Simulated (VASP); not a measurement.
# NbCu (Fm-3m) in VASP: a series of runs

NbCu is run at these levels: PBE, PBEsol; tasks: single point.

Everything below comes from runs of VASP 6.6.1. Logs are shortened: lines on timing, memory, paths and dates and some standing lists are left out, and cuts for length are marked.

**1. The cell of the first run**

Symmetry: Fm-3m, No. 225, cubic system. Conventional cell: a = 5.225 Å, b = 5.225 Å, c = 5.225 Å, α = 90.00°, β = 90.00°, γ = 90.00°. Nb (site symmetry m-3m) has 6 Cu at 2.61 Å within 3.4 Å. Within 3.4 Å of Cu (site symmetry m-3m) lie 6 Nb at 2.61 Å.

**2. Single point, PBE**

Input file INCAR:

```
PREC = Accurate
ENCUT = 520
EDIFF = 1E-7
ISMEAR = -1
SIGMA = 0.05
LREAL = F
LASPH = T
NELM = 100
ALGO = Fast
ISIF = 2
LWAVE = F
LCHARG = F
GGA = PE
NBANDS = 19
```

Input file KPOINTS:

```
Automatic mesh
0
Gamma
  9 9 9
```

Input file POSCAR:

```
NbCu
1.0
    0.0000000000      2.6124621697      2.6124621697
    2.6124621697      0.0000000000      2.6124621697
    2.6124621697      2.6124621697      0.0000000000
Nb Cu
1 1
Direct
    0.0000000000      0.0000000000      0.0000000000
    0.5000000000      0.5000000000      0.5000000000
```

Potentials or basis: VASP PAW PBE potentials, release 64 (Nb_sv, Cu).

Launch:

```sh
cat potpaw_PBE.64/Nb_sv/POTCAR potpaw_PBE.64/Cu/POTCAR > POTCAR
mpirun -np 1 vasp_std > vasp.out
```

OUTCAR:

```text
PREC = Accurate
   ENCUT = 520
   EDIFF = 1E-7
   ISMEAR = -1
   LREAL = F
   LASPH = T
   NELM = 100
   ISIF = 2
   GGA = PE

 ion  position               nearest neighbor table
   1  0.000  0.000  0.000-   2 2.61   2 2.61   2 2.61   2 2.61   2 2.61   2 2.61
   2  0.500  0.500  0.500-   1 2.61   1 2.61   1 2.61   1 2.61   1 2.61   1 2.61

  LATTYP: Found a face centered cubic cell.
 ALAT       =     5.2249243394

  Lattice vectors:

 A1 = (   0.0000000000,   2.6124621697,   2.6124621697)
 A2 = (   2.6124621697,   0.0000000000,   2.6124621697)
 A3 = (   2.6124621697,   2.6124621697,   0.0000000000)

Analysis of symmetry for initial positions (statically):
=====================================================================
 Subroutine PRICEL returns:
 Original cell was already a primitive cell.

 Routine SETGRP: Setting up the symmetry group for a
 face centered cubic supercell.

 Subroutine GETGRP returns: Found 48 space group operations
 (whereof 48 operations were pure point group operations)
 out of a pool of 48 trial point group operations.

The static configuration has the point symmetry O_h .

Analysis of symmetry for dynamics (positions and initial velocities):
=====================================================================
 Subroutine PRICEL returns:
 Original cell was already a primitive cell.

 Routine SETGRP: Setting up the symmetry group for a
 face centered cubic supercell.

 Subroutine GETGRP returns: Found 48 space group operations
 (whereof 48 operations were pure point group operations)
 out of a pool of 48 trial point group operations.

The dynamic configuration has the point symmetry O_h .

 Subroutine INISYM returns: Found 48 space group operations
 (whereof 48 operations are pure point group operations),
 and found     1 'primitive' translations

----------------------------------------------------------------------------------------

                                     Primitive cell

  volume of cell :      35.6599

  direct lattice vectors                    reciprocal lattice vectors
     0.000000000  2.612462170  2.612462170    -0.191390331  0.191390331  0.191390331
     2.612462170  0.000000000  2.612462170     0.191390331 -0.191390331  0.191390331
     2.612462170  2.612462170  0.000000000     0.191390331  0.191390331 -0.191390331
[... 73 lines left out ...]
   NGXF,Y,Z  is equivalent  to a cutoff of  25.20, 25.20, 25.20 a.u.
 SYSTEM =  unknown system
   PREC   = accura    normal or accurate (medium, high low for compatibility)
   ISTART =      0    job   : 0-new  1-cont  2-samecut
   ICHARG =      2    charge: 1-file 2-atom 10-const
   ISPIN  =      1    spin polarized calculation?
   LNONCOLLINEAR =      F non collinear calculations
   LSORBIT =      F    spin-orbit coupling
   LASPH  =      T    aspherical Exc in radial PAW
   ENCUT  =  520.0 eV  38.22 Ry    6.18 a.u.   6.87  6.87  6.87*2*pi/ulx,y,z
   NELM   =    100;   NELMIN=  2; NELMDL= -5     # of ELM steps
   EDIFF  = 0.1E-06   stopping-criterion for ELM
   LREAL  =      F    real-space projection
   EDIFFG = 0.1E-05   stopping-criterion for IOM
   NSW    =      0    number of steps for IOM
   IBRION =     -1    ionic relax: 0-MD 1-quasi-New 2-CG
   NFREE  =      0    steps in history (QN), initial steepest desc. (CG)
   ISIF   =      2    stress and relaxation
   ISYM   =      2    0-nonsym 1-usesym 2-fastsym
   POTIM  = 0.5000    time-step for ionic-motion
   TEBEG  =    0.0;   TEEND  =   0.0 temperature during run
   PSTRESS=    0.0 pullay stress
   NELECT =      24.0000    total number of electrons
   NUPDOWN=      -1.0000    fix difference up-down
   EMIN   =  10.00;   EMAX   =-10.00  energy-range for DOS
   EFERMI =   0.00;   METHOD = LEGACY
   ISMEAR =    -1;   SIGMA  =   0.05  broadening in eV -4-tet -1-fermi 0-gaus
   EFERMI_NEDOS =   21; number of points for ismear=-14 and -15
   IALGO  =     68    algorithm
   IMIX   =      4    mixing-type and parameters
     AMIX     =   0.40;   BMIX     =  1.00
     AMIX_MAG =   1.60;   BMIX_MAG =  1.00
  volume/ion in A,a.u.               =      17.83       120.32
  Fermi-wavevector in a.u.,A,eV,Ry     =   1.434670  2.711132 28.004558  2.058277
  Thomas-Fermi vector in A             =   2.554053
   LORBIT       =      0    0 simple, 1 ext, 2 COOP (PROOUT), +10 PAW based schemes
   GGA     = PE    functional components
   LHFCALC =     F    Hartree Fock is set to
   AEXX    =    0.0000 exact exchange contribution
   IVDW    =     0    specifies the selected vdW correction
   LEPSILON=     F    determine dielectric tensor
   LRPA    =     F    only Hartree local field effects (RPA)
 non-spin polarized calculation
 RMM-DIIS sequential band-by-band and
  energy-cutoff  :      520.00
  volume of cell :       35.66
 maximum number of plane-waves:       969
   NGX = 13   NGY = 13   NGZ = 13

 number of electron      24.0000003 magnetization

 Free energy of the ion-electron system (eV)
  ---------------------------------------------------
  ext. energy  EPLUGINS =         0.00000000
  ---------------------------------------------------
  free energy    TOTEN  =       -12.43047279 eV

  energy without entropy =      -12.40371687  energy(sigma->0) =      -12.41709483

 E-fermi :   7.7187     XC(G=0): -11.6135

 val. band max:        7.7103416347   @ k =   0.4444   0.3333   0.1111
 cond. band min:       7.7326268969   @ k =  -0.4444   0.4444   0.0000
 fundamental gap:      0.0222852621
 Fermi energy:         7.7186830801

 k-point     1 :       0.0000    0.0000    0.0000
  band No.  band energies     occupation
      1     -47.5147      2.00000
      2     -23.4518      2.00000
      3     -23.4518      2.00000
      4     -23.4518      2.00000
      5       0.9414      2.00000
      6       3.7036      2.00000
[... 505 lines left out ...]
      6       3.5489      2.00000
[... 11 lines left out ...]
     18      13.8595      0.00000
     19      18.8658      0.00000

 [... further k-points ...]
[... 5 lines left out ...]
  --------------------------------------------------------------------------------------
  -------------------------------------------------------------------------------------
  Total       -1.6317797     -1.6317797     -1.6317797      0.0000000      0.0000000      0.0000000
  in kB      -73.3148732    -73.3148732    -73.3148732      0.0000000      0.0000000      0.0000000
  external PRESSURE =     -73.3148732 kB  Pullay stress =       0.0000000 kB

 VOLUME and BASIS-vectors are now :
 -----------------------------------------------------------------------------
  energy-cutoff  :      520.00
  volume of cell :       35.66
      direct lattice vectors                 reciprocal lattice vectors
     0.000000000  2.612462170  2.612462170    -0.191390331  0.191390331  0.191390331
     2.612462170  0.000000000  2.612462170     0.191390331 -0.191390331  0.191390331
     2.612462170  2.612462170  0.000000000     0.191390331  0.191390331 -0.191390331

 POSITION                                       TOTAL-FORCE (eV/Angst)
 -----------------------------------------------------------------------------------
      0.00000      0.00000      0.00000        -0.000000     -0.000000     -0.000000
      2.61246      2.61246      2.61246         0.000000      0.000000      0.000000
 -----------------------------------------------------------------------------------
    total drift:                                0.000000      0.000000      0.000000

  FREE ENERGIE OF THE ION-ELECTRON SYSTEM (eV)
  ---------------------------------------------------
  free  energy   TOTEN  =       -12.4304727946 eV

  energy  without entropy=      -12.4037168686  energy(sigma->0) =      -12.41709483
```

stdout:

```text
POSCAR found type information on POSCAR NbCu
 POSCAR found :  2 types and       2 ions
 scaLAPACK will be used
 LDA part: xc-table for (Slater+PW92), standard interpolation
 POSCAR, INCAR and KPOINTS ok, starting setup
 FFT: planning ... GRIDC
 FFT: planning ... GRID_SOFT
 FFT: planning ... GRID
 WAVECAR not read
 entering main loop
 num prob  num prob RMM:  21    -0.124304722739E+02   -0.38978E-06   -0.39534E-06  1773   0.894E-03    0.493E-04
 num prob  num prob  num prob  num prob RMM:  22    -0.124304725419E+02   -0.26801E-06   -0.21416E-06  1544   0.624E-03    0.418E-04
 num prob  num prob  num prob RMM:  23    -0.124304727003E+02   -0.15843E-06   -0.12208E-06  1413   0.483E-03    0.262E-04
 num prob WARNING in EDDRMM: call to ZHEGV failed, returncode =   6  3     10
 num prob  num prob RMM:  24    -0.124304727946E+02   -0.94231E-07   -0.70521E-07  1322   0.367E-03
```

Wall time 2 min (1 thread of AMD EPYC 7R43 (Zen 3), shared host); peak memory 0.13 GiB.

Results:

| Property | Result |
| --- | --- |
| Free energy | -12.4305 eV |
| Pressure | -7.3 GPa |
| Band gap on the k mesh | zero (band 12 reaches 8.66 eV, above the bottom of band 13 at 6.97 eV) |

**3. Single point, PBEsol**

This run uses another cell than the first one, of 14.08 Å³/atom, 0.790 times its volume.

Input file INCAR:

```
PREC = Accurate
ENCUT = 520
EDIFF = 1E-6
ISMEAR = -1
SIGMA = 0.05
LREAL = F
LASPH = T
NELM = 100
ALGO = Fast
ISIF = 2
LWAVE = F
LCHARG = F
GGA = PS
NBANDS = 19
```

KPOINTS is that of step 2.

Input file POSCAR:

```
NbCu
1.0
    0.0000000000      2.4149623981      2.4149623981
    2.4149623981      0.0000000000      2.4149623981
    2.4149623981      2.4149623981      0.0000000000
Nb Cu
1 1
Direct
    0.0000000000      0.0000000000      0.0000000000
    0.5000000000      0.5000000000      0.5000000000
```

Potentials or basis: VASP PAW PBE potentials, release 64 (Nb_sv, Cu).

Launch:

```sh
cat potpaw_PBE.64/Nb_sv/POTCAR potpaw_PBE.64/Cu/POTCAR > POTCAR
mpirun -np 1 vasp_std > vasp.out
```

Wall time 21 s (1 thread of Intel Xeon 6975P-C (Granite Rapids), shared host); peak memory 0.16 GiB.

The run converged. Its results:

| Property | Result |
| --- | --- |
| Free energy | -13.3891 eV |
| Pressure | 29.9 GPa |
| Band gap on the k mesh | zero (band 12 reaches 11.88 eV, above the bottom of band 13 at 9.51 eV) |

Levels at points of the mesh, in eV from the Fermi level:
```tsv
k point	band 8	band 9	band 10	band 11	band 12	band 13	band 14	band 15	band 16	band 17
(0.00, 0.00, 0.00)	-4.87	-4.87	-4.87	1.27	1.27	1.27	3.11	3.11	9.50	9.87
```

Caveat: the PAW data sets were made with another functional, which shifts forces and pressure a little.

**4. Single point, PBEsol**

This run uses another cell than the first one, of 14.63 Å³/atom, 0.820 times its volume.

Input file INCAR:

```
  ALGO = Fast
  EDIFF = 1E-7
  ENCUT = 520
  GGA = PS
  ISIF = 2
  ISMEAR = -1
  LASPH = T
  LCHARG = T
  LELF = T
  LREAL = F
  LVHAR = T
  LWAVE = F
  NBANDS = 19
  NELM = 80
  PREC = Accurate
  SIGMA = 0.05
```

Input file KPOINTS:

```
k-points
0
Gamma
  9 9 9
```

Input file POSCAR:

```
NbCu
1.0
    0.0000000000      2.4456977409      2.4456977409
    2.4456977409      0.0000000000      2.4456977409
    2.4456977409      2.4456977409      0.0000000000
Nb Cu
1 1
Direct
    0.0000000000      0.0000000000      0.0000000000
    0.5000000000      0.5000000000      0.5000000000
```

Launch:

```sh
cat potpaw_PBE.64/Nb_sv/POTCAR potpaw_PBE.64/Cu/POTCAR > POTCAR
mpirun -np 1 vasp_std > vasp.out
```

Run time: 26 s. Hardware: 1 thread of Intel Xeon 6975P-C (Granite Rapids), shared host; peak memory 0.16 GiB.

The run converged. Its results:

| Property | Result |
| --- | --- |
| Free energy | -13.5580 eV |
| Pressure | 19.9 GPa |
| Band gap on the k mesh | zero (band 12 reaches 11.29 eV, above the bottom of band 13 at 9.04 eV) |

Levels at points of the mesh, in eV from the Fermi level:
```tsv
k point	band 10	band 11	band 12	band 13	band 14	band 15
(0.00, 0.00, 0.00)	-4.66	1.22	1.22	1.22	2.95	2.95
```

Caveat: the PAW data sets were made with another functional, which shifts forces and pressure a little.

**5. Single point, PBEsol**

This run uses another cell than the first one, of 15.71 Å³/atom, 0.881 times its volume.

Input file INCAR:

```
ALGO     = Normal         # electronic algorithm
EDIFF    = 1E-7           # SCF threshold, eV
ENCUT    = 520            # plane-wave cutoff, eV
GGA      = PS             # functional
ISIF     = 2              # what is computed and relaxed
ISMEAR   = -1             # smearing method
LASPH    = T              # aspherical terms in the spheres
LCHARG   = F              # write CHGCAR
LREAL    = F              # projectors in reciprocal space
LWAVE    = F              # write WAVECAR
NBANDS   = 19             # bands
NELM     = 80             # most SCF steps
PREC     = Accurate       # precision mode
SIGMA    = 0.05           # smearing width, eV
```

KPOINTS is that of step 4.

Input file POSCAR:

```
NbCu
1.0
    0.0000000000      2.5042710971      2.5042710971
    2.5042710971      0.0000000000      2.5042710971
    2.5042710971      2.5042710971      0.0000000000
Nb Cu
1 1
Direct
    0.0000000000      0.0000000000      0.0000000000
    0.5000000000      0.5000000000      0.5000000000
```

Launch:

```sh
cat potpaw_PBE.64/Nb_sv/POTCAR potpaw_PBE.64/Cu/POTCAR > POTCAR
mpirun -np 1 vasp_std > vasp.out
```

It took 14 s on 1 thread of Intel Xeon 6975P-C (Granite Rapids), shared host; peak memory 0.16 GiB.

Results (log left out):

```yaml
Free_energy: -13.7204 eV
Pressure: 4.9 GPa
Band_gap_on_the_k_mesh: zero (band 12 reaches 10.23 eV, above the bottom of band 13 at 8.20 eV)
```

Levels at points of the mesh, in eV from the Fermi level:
| k point | band 10 | band 11 | band 12 | band 13 | band 14 | band 15 |
| --- | --- | --- | --- | --- | --- | --- |
| (0.00, 0.00, 0.00) | -4.29 | 1.12 | 1.12 | 1.12 | 2.67 | 2.67 |

Caveat: the PAW data sets were made with another functional, which shifts forces and pressure a little.

**6. Single point, PBEsol**

This run uses another cell than the first one, of 15.30 Å³/atom, 0.858 times its volume.

Input file INCAR:

```
SYSTEM = NbCu
PREC = Accurate
ENCUT = 520
EDIFF = 1E-7
ISMEAR = -1
SIGMA = 0.05
LREAL = .FALSE.
LASPH = .TRUE.
NELM = 60
ALGO = Normal
ISIF = 2
LWAVE = .FALSE.
LCHARG = .FALSE.
GGA = PS
NBANDS = 19
```

Input file KPOINTS:

```
regular mesh
0
G
  9 9 9
  0 0 0
```

Input file POSCAR:

```
NbCu
1.0
    0.0000000000      2.4826207161      2.4826207161
    2.4826207161      0.0000000000      2.4826207161
    2.4826207161      2.4826207161      0.0000000000
Nb Cu
1 1
Direct
    0.0000000000      0.0000000000      0.0000000000
    0.5000000000      0.5000000000      0.5000000000
```

Potentials or basis: VASP PAW PBE potentials, release 64 (Nb_sv, Cu).

Launch:

```sh
cat potpaw_PBE.64/Nb_sv/POTCAR potpaw_PBE.64/Cu/POTCAR > POTCAR
mpirun -np 1 vasp_std > vasp.out
```

Run time: 14 s. Hardware: 1 thread of Intel Xeon 6975P-C (Granite Rapids), shared host; peak memory 0.16 GiB.

It converged, with:

```
Free energy            : -13.6826 eV
Pressure               : 9.9 GPa
Band gap on the k mesh : zero (band 12 reaches 10.61 eV, above the bottom of band 13 at 8.50 eV)
```

Levels at points of the mesh, in eV from the Fermi level:
| k point | band 10 | band 11 | band 12 | band 13 | band 14 | band 15 |
| --- | --- | --- | --- | --- | --- | --- |
| (0.00, 0.00, 0.00) | -4.42 | 1.15 | 1.15 | 1.15 | 2.77 | 2.77 |

Caveat: the PAW data sets were made with another functional, which shifts forces and pressure a little.

**7. The runs side by side**

```tsv
level	cell	gap on the mesh (eV)	pressure (GPa)
PBE	a = 3.695 Å, angles 60.0°, 2 atoms	none	-7.3
PBEsol	a = 3.415 Å, angles 60.0°, 2 atoms	none	29.9
PBEsol	a = 3.459 Å, angles 60.0°, 2 atoms	none	19.9
PBEsol	a = 3.542 Å, angles 60.0°, 2 atoms	none	4.9
PBEsol	a = 3.511 Å, angles 60.0°, 2 atoms	none	9.9
```

Alike in all rows: task single point; potentials or basis VASP PAW PBE potentials, release 64 (Nb_sv, Cu); no spin polarisation; k mesh 9 × 9 × 9; cutoff (eV) 520; smearing fermi-dirac 0.05 eV.

Caveats: the PAW data sets were made with another functional, which shifts forces and pressure a little (some runs).

Total energies depend on the potentials used, so only differences within one code and one set of settings carry meaning.
